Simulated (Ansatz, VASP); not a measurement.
## RbBr in VASP and in Ansatz

```
CELL_PARAMETERS angstrom
0.00000 3.50868 3.50868
3.50868 0.00000 3.50868
3.50868 3.50868 0.00000
ATOMIC_POSITIONS crystal
Rb 0.00000 0.00000 0.00000
Br 0.50000 0.50000 0.50000
```

Alike in both runs: functional PBE; k mesh 6 × 6 × 6; occupations gaussian, width 0.02 eV; no spin polarisation.

Ansatz relaxed the structure, and its values are those at the end. VASP's run is a single point on that final structure, the one shown.

|  | VASP | Ansatz |
| --- | --- | --- |
| version | VASP 6.6.1 | Ansatz 0.2.0 |
| potentials or method | VASP PAW PBE potentials, release 64 (Rb_sv, Br), cutoff 500 eV | scalar-relativistic, plane waves, PAW |
| valence electrons in the cell | 16 | 16 |

|  | VASP | Ansatz | Ansatz less VASP |
| --- | --- | --- | --- |
| gap on the k mesh at the Fermi level (eV) | 4.19 | 4.19 | +0.002 |
| least direct gap on the mesh (eV) | 4.19 | 4.19 | +0.002 |
| pressure (GPa) | 0.0 | 0.0 | -0.01 |
